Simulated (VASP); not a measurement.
A run of VASP 6.6.1 is set up as follows.

Contents of INCAR:

```
SYSTEM = CO2
  PREC = Accurate
  ENCUT = 520
  EDIFF = 1E-6
  ISMEAR = 0
  SIGMA = 0.05
  LREAL = .FALSE.
  LASPH = .TRUE.
  NELM = 60
  ALGO = Normal
  ISIF = 2
  LWAVE = .FALSE.
  LCHARG = .FALSE.
  GGA = PE
  NBANDS = 44
```

The input KPOINTS:

```
regular mesh
0
G
  4 4 4
  0 0 0
```

POSCAR

```
CO2
1.0
    6.1216288543      0.0000000000      0.0000000000
    0.0000000000      6.1216288543      0.0000000000
    0.0000000000      0.0000000000      6.1216288543
C O
4 8
Direct
    0.0000000000      0.0000000000      0.0000000000
    0.5000000000      0.0000000000      0.5000000000
    0.5000000000      0.5000000000      0.0000000000
    0.0000000000      0.5000000000      0.5000000000
    0.1114834447      0.1114834447      0.1114834447
    0.3885165553      0.8885165553      0.6114834447
    0.6114834447      0.3885165553      0.8885165553
    0.8885165553      0.6114834447      0.3885165553
    0.8885165553      0.8885165553      0.8885165553
    0.6114834447      0.1114834447      0.3885165553
    0.3885165553      0.6114834447      0.1114834447
    0.1114834447      0.3885165553      0.6114834447
```

Potentials or basis: VASP PAW PBE potentials, release 64 (C, O).

Command:

```bash
$ cat potpaw_PBE.64/C/POTCAR potpaw_PBE.64/O/POTCAR > POTCAR
$ mpirun -np 1 vasp_std > vasp.out
```

(1) Estimate the band gap on the k mesh.

(2) Predict the pressure.

Results:

(1) 6.52 eV, direct.

(2) -1.6 GPa.
